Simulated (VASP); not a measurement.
# Zn3In8O15 in VASP: a series of runs, part 2 of 2

VASP 6.6.1. The steps go on from the part before.

**4. Single point, PBE**

INCAR

```
PREC = Accurate ; ENCUT = 520
EDIFF = 1E-6 ; ISMEAR = -1
SIGMA = 0.1034 ; LREAL = F
LASPH = T ; NELM = 120
ALGO = Normal ; ISIF = 2
LWAVE = F ; LCHARG = F
GGA = PE ; NBANDS = 134
ISYM = 0 ; GGA_COMPAT = F
```

KPOINTS

```
regular mesh
0
Gamma
  1 1 1
```

POSCAR

```
Zn3In8O15
1.0
    7.1668360000     -0.0632620000      0.0376150000
   -0.0632620000      6.9529050000      0.1854250000
    0.0376150000      0.1854250000      6.9995360000
Zn O In
3 15 8
Direct
    0.2674623777      0.8415984010      0.9801994045
    0.0754635395      0.2399785758      0.2195590410
    0.2204125418      0.0571654299      0.5140996892
    0.4401360827      0.9110244683      0.4502753567
    0.6732760207      0.7722255445      0.1013614047
    1.0028645759      0.4641445834      0.0976676511
    0.1296076659      0.7149909339      0.4343977392
    0.2253186614      0.2985412615      0.6328438950
    0.7195483604      0.1630051551      0.1498056382
    0.0408849474     -0.0302488960      0.0646199997
    0.9753162440      1.0657757381      0.6504462600
    0.8063636686      0.6673052492      0.7857741649
    0.6056095856      0.3095672690      0.7483255297
    0.6516865354      0.5184427031      0.3961770570
    0.3861974756      0.3003342253      0.2266322665
    0.9104944857      0.1081201316      0.4473544496
    0.4328002338      0.9918603848      0.8532440589
    0.3138851961      0.5799293182      0.8793504047
    0.6136907774      0.1912346785      0.4097762096
    0.9103576449      0.7337279017      0.2438163617
    0.7468208819      0.4243457111      1.0007224806
    0.7379027483      1.0254392345      0.8838324023
    0.0704702693      0.5748026444      0.6949435620
    0.3214280532      0.2503903762      0.9221069580
    0.4206226716      0.6041052388      0.2456254335
    0.5280001244      0.6684828467      0.6398846786
```

Potentials or basis: VASP PAW PBE potentials, release 64 (Zn, O, In_d).

Started as:

```sh
cat potpaw_PBE.64/Zn/POTCAR potpaw_PBE.64/O/POTCAR potpaw_PBE.64/In_d/POTCAR > POTCAR
mpirun -np 1 vasp_gam > vasp.out
```

OUTCAR:

```text
PREC = Accurate
   ENCUT = 520
   EDIFF = 1E-6
   ISMEAR = -1
   LREAL = F
   LASPH = T
   NELM = 120
   ISIF = 2
   GGA = PE
   ISYM = 0

 ion  position               nearest neighbor table
   1  0.267  0.842  0.980-  17 1.77  10 1.97  18 2.02  25 2.68  24 2.87  23 3.13  20 3.19  26 3.30

   2  0.075  0.240  0.220-   6 1.82  16 2.13  10 2.23  15 2.26   3 2.60  24 2.71  21 3.08  25 3.52

   3  0.220  0.057  0.514-   8 1.91   4 1.95  11 1.99  16 2.30   2 2.60  19 3.02  24 3.30
   4  0.440  0.911  0.450-   3 1.95  26 2.20  19 2.30  25 2.64
   5  0.673  0.772  0.101-  20 1.99  22 2.30  25 2.33  21 2.62
   6  0.003  0.464  0.098-   2 1.82  21 1.98  20 2.29  23 2.92
   7  0.130  0.715  0.434-  23 2.06  20 2.07  25 2.61
   8  0.225  0.299  0.633-   3 1.91  24 2.16  23 2.30
   9  0.720  0.163  0.150-  19 1.99  21 2.05  22 2.14
  10  0.041  0.970  0.065-   1 1.97  20 2.20   2 2.23  22 2.55  24 2.91
  11  0.975  0.066  0.650-  16 1.52   3 1.99  22 2.35
  12  0.806  0.667  0.786-  23 2.11  21 2.23  26 2.25  22 2.67
  13  0.606  0.310  0.748-  21 2.22  22 2.36  24 2.38  19 2.55  26 2.64
  14  0.652  0.518  0.396-  25 2.05  26 2.23  19 2.28  20 2.55  21 2.95
  15  0.386  0.300  0.227-  25 2.13  19 2.21  24 2.23   2 2.26
  16  0.910  0.108  0.447-  11 1.52   2 2.13  19 2.23   3 2.30
  17  0.433  0.992  0.853-   1 1.77  24 2.06  22 2.21  26 2.85
  18  0.314  0.580  0.879-   1 2.02  23 2.18  24 2.30  26 2.31  25 2.70
  19  0.614  0.191  0.410-   9 1.99  15 2.21  16 2.23  14 2.28   4 2.30  13 2.55   3 3.02  21 3.34
                            25 3.36  22 3.58  26 3.82  26 3.93  22 4.01
  20  0.910  0.734  0.244-   5 1.99   7 2.07  10 2.20   6 2.29  14 2.55  21 3.04   1 3.19  22 3.41
                            23 3.50  25 3.61  25 3.78  26 3.88
  21  0.747  0.424  0.001-   6 1.98   9 2.05  13 2.22  12 2.23   5 2.62  22 2.93  14 2.95  20 3.04
                             2 3.08  25 3.20  23 3.26  24 3.32  19 3.34  26 3.38
  22  0.738  0.025  0.884-   9 2.14  17 2.21   5 2.30  11 2.35  13 2.36  10 2.55  12 2.67  21 2.93
                            20 3.41  24 3.41  26 3.42  19 3.58  19 4.01
  23  0.070  0.575  0.695-   7 2.06  12 2.11  18 2.18   8 2.30   6 2.92   1 3.13  21 3.26  24 3.27
                            26 3.35  20 3.50  26 3.97  25 4.00
  24  0.321  0.250  0.922-  17 2.06   8 2.16  15 2.23  18 2.30  13 2.38   2 2.71   1 2.87  10 2.91
                            23 3.27   3 3.30  21 3.32  22 3.41  25 3.50  26 3.71
  25  0.421  0.604  0.246-  14 2.05  15 2.13   5 2.33   7 2.61   4 2.64   1 2.68  18 2.70  26 2.93
                            21 3.20  19 3.36  24 3.50   2 3.52  20 3.61  20 3.78  23 4.00
  26  0.528  0.668  0.640-   4 2.20  14 2.23  12 2.25  18 2.31  13 2.64  17 2.85  25 2.93   1 3.30
                            23 3.35  21 3.38  22 3.42  24 3.71  19 3.82  20 3.88  19 3.93  23 3.97

IMPORTANT INFORMATION: All symmetrisations will be switched off!
NOSYMM: (Re-)initialisation of all symmetry stuff for point group C_1.

----------------------------------------------------------------------------------------

                                     Primitive cell

  volume of cell :     348.5040

  direct lattice vectors                    reciprocal lattice vectors
     7.166836000 -0.063262000  0.037615000     0.139547094  0.001290600 -0.000784105
    -0.063262000  6.952905000  0.185425000     0.001290600  0.143938393 -0.003820014
     0.037615000  0.185425000  6.999536000    -0.000784105 -0.003820014  0.142972023

  length of vectors
     7.167213909  6.955664774  7.002092654     0.139555265  0.143994858  0.143025196

  position of ions in fractional coordinates (direct lattice)
     0.267462378  0.841598401  0.980199404
     0.075463539  0.239978576  0.219559041
     0.220412542  0.057165430  0.514099689
     0.440136083  0.911024468  0.450275357
     0.673276021  0.772225545  0.101361405
     0.002864576  0.464144583  0.097667651
[... 84 lines left out ...]
   ions per type =               3  15   8
   NGX,Y,Z   is equivalent  to a cutoff of  12.53, 12.91, 12.82 a.u.
   NGXF,Y,Z  is equivalent  to a cutoff of  25.05, 25.81, 25.64 a.u.
 SYSTEM =  unknown system
   PREC   = accura    normal or accurate (medium, high low for compatibility)
   ISTART =      0    job   : 0-new  1-cont  2-samecut
   ICHARG =      2    charge: 1-file 2-atom 10-const
   ISPIN  =      1    spin polarized calculation?
   LNONCOLLINEAR =      F non collinear calculations
   LSORBIT =      F    spin-orbit coupling
   LASPH  =      T    aspherical Exc in radial PAW
   ENCUT  =  520.0 eV  38.22 Ry    6.18 a.u.  13.33 12.93 13.02*2*pi/ulx,y,z
   NELM   =    120;   NELMIN=  2; NELMDL= -5     # of ELM steps
   EDIFF  = 0.1E-05   stopping-criterion for ELM
   LREAL  =      F    real-space projection
   EDIFFG = 0.1E-04   stopping-criterion for IOM
   NSW    =      0    number of steps for IOM
   IBRION =     -1    ionic relax: 0-MD 1-quasi-New 2-CG
   NFREE  =      0    steps in history (QN), initial steepest desc. (CG)
   ISIF   =      2    stress and relaxation
   ISYM   =      0    0-nonsym 1-usesym 2-fastsym
   POTIM  = 0.5000    time-step for ionic-motion
   TEBEG  =    0.0;   TEEND  =   0.0 temperature during run
   PSTRESS=    0.0 pullay stress
   NELECT =     230.0000    total number of electrons
   NUPDOWN=      -1.0000    fix difference up-down
   EMIN   =  10.00;   EMAX   =-10.00  energy-range for DOS
   EFERMI =   0.00;   METHOD = LEGACY
   ISMEAR =    -1;   SIGMA  =   0.10  broadening in eV -4-tet -1-fermi 0-gaus
   EFERMI_NEDOS =   21; number of points for ismear=-14 and -15
   IALGO  =     38    algorithm
   IMIX   =      4    mixing-type and parameters
     AMIX     =   0.40;   BMIX     =  1.00
     AMIX_MAG =   1.60;   BMIX_MAG =  1.00
  volume/ion in A,a.u.               =      13.40        90.45
  Fermi-wavevector in a.u.,A,eV,Ry     =   1.425328  2.693479 27.641053  2.031560
  Thomas-Fermi vector in A             =   2.545724
   LORBIT       =      0    0 simple, 1 ext, 2 COOP (PROOUT), +10 PAW based schemes
   GGA     = PE    functional components
   LHFCALC =     F    Hartree Fock is set to
   AEXX    =    0.0000 exact exchange contribution
   IVDW    =     0    specifies the selected vdW correction
   LEPSILON=     F    determine dielectric tensor
   LRPA    =     F    only Hartree local field effects (RPA)
 non-spin polarized calculation
  energy-cutoff  :      520.00
  volume of cell :      348.50
 maximum number of plane-waves:      4686
 NGX is ok and might be reduce to    54
   NGX = 27   NGY = 25   NGZ = 27

 number of electron     229.9999999 magnetization

 Free energy of the ion-electron system (eV)
  ---------------------------------------------------
  ext. energy  EPLUGINS =         0.00000000
  ---------------------------------------------------
  free energy    TOTEN  =      -124.11860360 eV

  energy without entropy =     -124.11655742  energy(sigma->0) =     -124.11758051

 E-fermi :   5.9314     XC(G=0): -10.8336

 val. band max:        5.1617157999   @ k =   0.0000   0.0000   0.0000
 cond. band min:       6.7010409246   @ k =   0.0000   0.0000   0.0000
 fundamental gap:      1.5393251248
 Fermi energy:         5.9314049348

 k-point     1 :       0.0000    0.0000    0.0000
  band No.  band energies     occupation
      1     -15.7529      2.00000
      2     -13.6626      2.00000
      3     -13.3259      2.00000
      4     -13.2446      2.00000
      5     -13.0454      2.00000
      6     -12.9515      2.00000
[... 119 lines left out ...]
    126       9.3603      0.00000
    127       9.8344      0.00000
 [bands above 127 left out]

------------------------ aborting loop because EDIFF is reached ----------------------------------------

  FORCE on cell =-STRESS in cart. coord.  units (eV):
  Direction    XX          YY          ZZ          XY          YZ          ZX
  --------------------------------------------------------------------------------------
  -------------------------------------------------------------------------------------
  Total       12.3890548      7.2887456     11.8262540      6.5163336     -5.1531655      4.0527786
  in kB       56.9561911     33.5085441     54.3688274     29.9575348    -23.6906431     18.6318354
  external PRESSURE =      48.2778542 kB  Pullay stress =       0.0000000 kB

 VOLUME and BASIS-vectors are now :
 -----------------------------------------------------------------------------
  energy-cutoff  :      520.00
  volume of cell :      348.50
      direct lattice vectors                 reciprocal lattice vectors
     7.166836000 -0.063262000  0.037615000     0.139547094  0.001290600 -0.000784105
    -0.063262000  6.952905000  0.185425000     0.001290600  0.143938393 -0.003820014
     0.037615000  0.185425000  6.999536000    -0.000784105 -0.003820014  0.142972023

 POSITION                                       TOTAL-FORCE (eV/Angst)
 -----------------------------------------------------------------------------------
      1.90049      6.01639      7.02705        -1.850740     -1.008132      0.930647
      0.53391      1.70449      1.58415        -0.303489     -1.786628      1.135383
      1.59538      0.47885      3.61735         0.495767     -1.140230      0.493010
      3.11369      6.38991      3.33720         1.046956      0.069188      0.078137
      4.78022      5.34541      0.87800        -1.672276     -0.859101     -0.488060
     -0.00516      3.24508      0.76980         1.044597      1.596695     -0.057515
[... 18 lines left out ...]
      2.98556      4.21922      1.84710        -0.703521      1.464446     -0.206856
      3.76587      4.73315      4.62271         1.209322     -0.511564      0.933772
 -----------------------------------------------------------------------------------
    total drift:                                0.001456      0.000054      0.000091

  FREE ENERGIE OF THE ION-ELECTRON SYSTEM (eV)
  ---------------------------------------------------
  free  energy   TOTEN  =      -124.1186035954 eV

  energy  without entropy=     -124.1165574164  energy(sigma->0) =     -124.11758051
```

Run time: 100 s. Hardware: 1 thread of Intel Xeon Platinum 8259CL at 2.50GHz (Skylake/Cascade Lake), shared host; peak memory 0.36 GiB.

Results:

| Item | Value |
| --- | --- |
| Free energy | -124.1186 eV |
| Pressure | 4.8 GPa |
| Largest force | 3.005 eV/Å |

Forces on the atoms (eV/Å):
```
Zn  -1.851 -1.008  0.931
Zn  -0.303 -1.787  1.135
Zn   0.496 -1.140  0.493
O    1.047  0.069  0.078
O   -1.672 -0.859 -0.488
O    1.045  1.597 -0.058
O    0.151 -0.110 -0.755
O    0.063  2.159  0.522
O    1.174  0.053 -1.863
O    0.665  0.617 -0.270
O   -1.704 -0.852  0.689
O   -0.012  0.087 -0.621
O    0.637 -0.035  0.887
O    0.671 -0.379  0.794
O   -1.872 -0.073 -0.813
O   -0.187 -0.346  0.137
O    1.495  0.113 -0.920
O    0.541  0.658 -0.101
In  -0.663  0.109  2.262
In   0.703  0.349  1.047
In  -1.842  1.623 -1.733
In   0.300 -1.699 -0.061
In  -0.352 -1.194 -0.501
In   0.966  1.094 -1.519
In  -0.704  1.464 -0.207
In   1.209 -0.512  0.934
```

Stress tensor (GPa, compression positive):
```
 5.70  3.00  1.86
 3.00  3.35 -2.37
 1.86 -2.37  5.44
```

Levels at points of the mesh, in eV from the Fermi level:
```csv
k point,band 112,band 113,band 114,band 115,band 116,band 117,band 118,band 119
"(0.00, 0.00, 0.00)",-1.82,-1.67,-1.49,-0.77,0.77,1.55,1.72,1.88
```

Caveat: the k points lie up to 0.90 Å⁻¹ apart; the atoms stand as in a frame of molecular dynamics; spin-orbit coupling is left out, which moves the levels of the heavy elements.

**5. Single point, PBE**

INCAR

```
SYSTEM = Zn3In8O15
  PREC = Accurate
  ENCUT = 520
  EDIFF = 1E-6
  ISMEAR = -1
  SIGMA = 0.05
  LREAL = .False.
  LASPH = .True.
  NELM = 120
  ALGO = Normal
  ISIF = 2
  LWAVE = .False.
  LCHARG = .True.
  GGA = PE
  LELF = .True.
  LVHAR = .True.
  ISYM = 0
  NBANDS = 134
  GGA_COMPAT = .False.
```

KPOINTS

```
regular mesh
0
Gamma
  1 1 1
  0 0 0
```

POSCAR

```
Zn3In8O15
1.0
    7.1668360000     -0.0632620000      0.0376150000
   -0.0632620000      6.9529050000      0.1854250000
    0.0376150000      0.1854250000      6.9995360000
Zn O In
3 15 8
Direct
    0.2708191190      0.8380820829      0.9831061328
    0.0547898825      0.2245365223      0.2111797688
    0.2265119616      0.0515745184      0.5359464609
    0.4562385382      0.9057885330      0.4551432764
    0.6335908868      0.7450531929      0.0821634449
    0.0180509197      0.4905813211      0.0691525800
    0.1431772308      0.7140960402      0.4099271909
    0.2304030467      0.3385985555      0.6462999479
    0.7543068445      0.1581744819      0.1385347893
    0.0499837092      0.9851072209      0.0493900390
    0.9441355946      0.0537568199      0.6600503921
    0.8145537619      0.6775271899      0.7612787592
    0.6201516357      0.3093840752      0.7735793421
    0.6762548645      0.5061603372      0.3911473407
    0.3706147553      0.2961299204      0.2103310042
    0.9033952881      0.1042411335      0.4525489795
    0.4375999179      0.9898569816      0.8190744998
    0.3314775873      0.5995041310      0.8833796150
    0.6188228473      0.1983662441      0.4168333326
    0.9130722751      0.7403833786      0.2426128244
    0.7368096040      0.4297797100     -0.0022297187
    0.7331940576      0.0124769014      0.8796689346
    0.0734406665      0.5803092883      0.6863834516
    0.3261799798      0.2574669984      0.9196452339
    0.4226817517      0.6141798969      0.2479450807
    0.5424492012      0.6590533698      0.6444921209
```

Started as:

```sh
cat potpaw_PBE.64/Zn/POTCAR potpaw_PBE.64/O/POTCAR potpaw_PBE.64/In_d/POTCAR > POTCAR
mpirun -np 1 vasp_gam > vasp.out
```

Wall time 1.9 min (1 thread of Intel Xeon Platinum 8259CL at 2.50GHz (Skylake/Cascade Lake), shared host); peak memory 0.36 GiB.

The run converged. Its results:

| Item | Value |
| --- | --- |
| Free energy | -125.8261 eV |
| Pressure | 1.5 GPa |
| Largest force | 2.663 eV/Å |

Forces in eV/Å, atoms in the order of the input:
```
Zn  -0.750  0.928 -0.254
Zn  -0.467  0.210 -0.056
Zn   0.216 -0.107  0.701
O    0.573  0.419 -0.316
O    1.561 -0.026 -0.073
O   -0.581 -0.452  0.402
O    0.335 -0.026  0.393
O   -0.042 -1.146 -0.864
O    0.051  0.327  0.343
O    0.569 -0.602  0.114
O    1.493  0.102 -0.221
O   -0.258  0.348  0.205
O   -0.633 -0.184 -0.999
O   -0.459  0.221  0.220
O   -0.307  0.284  0.724
O   -0.172 -0.516  0.085
O   -0.579  0.310  0.408
O    0.250 -0.452 -0.772
In  -0.736 -0.584 -0.153
In  -0.875  0.041 -0.768
In   0.981  2.431  0.468
In  -0.153 -1.202  0.100
In  -0.011 -0.230  0.041
In   0.743  0.327 -1.309
In  -1.170 -0.298  1.067
In   0.420 -0.124  0.515
```

Stress tensor (GPa, compression positive):
```
 0.65  2.10  2.87
 2.10 -0.88 -1.78
 2.87 -1.78  4.86
```

Levels at points of the mesh, in eV from the Fermi level:
```csv
k point,band 112,band 113,band 114,band 115,band 116,band 117,band 118,band 119
"(0.00, 0.00, 0.00)",-1.95,-1.73,-1.72,-1.20,1.36,1.73,1.80,2.02
```

Caveat: the k points lie up to 0.90 Å⁻¹ apart; the atoms stand as in a frame of molecular dynamics; spin-orbit coupling is left out, which moves the levels of the heavy elements.

**6. Summary**

| cell | smearing | pressure (GPa) | largest force (eV/Å) |
| --- | --- | --- | --- |
| as given, atomic positions A | fermi-dirac 0.1034 eV | 2.0 | 4.35 |
| as given, atomic positions B | fermi-dirac 0.1034 eV | 5.3 | 3.46 |
| as given, atomic positions C | fermi-dirac 0.1034 eV | 4.8 | 3.01 |
| as given, atomic positions D | fermi-dirac 0.05 eV | 1.5 | 2.66 |

Alike in all rows: task single point; level PBE; potentials or basis VASP PAW PBE potentials, release 64 (Zn, O, In_d); no spin polarisation; k mesh 1 × 1 × 1; cutoff (eV) 520.

Caveats: all runs use coarse meshes; the atoms stand as in a frame of molecular dynamics; spin-orbit coupling is left out, which moves the levels of the heavy elements.

Absolute energies hang on the potentials; compare differences alone.
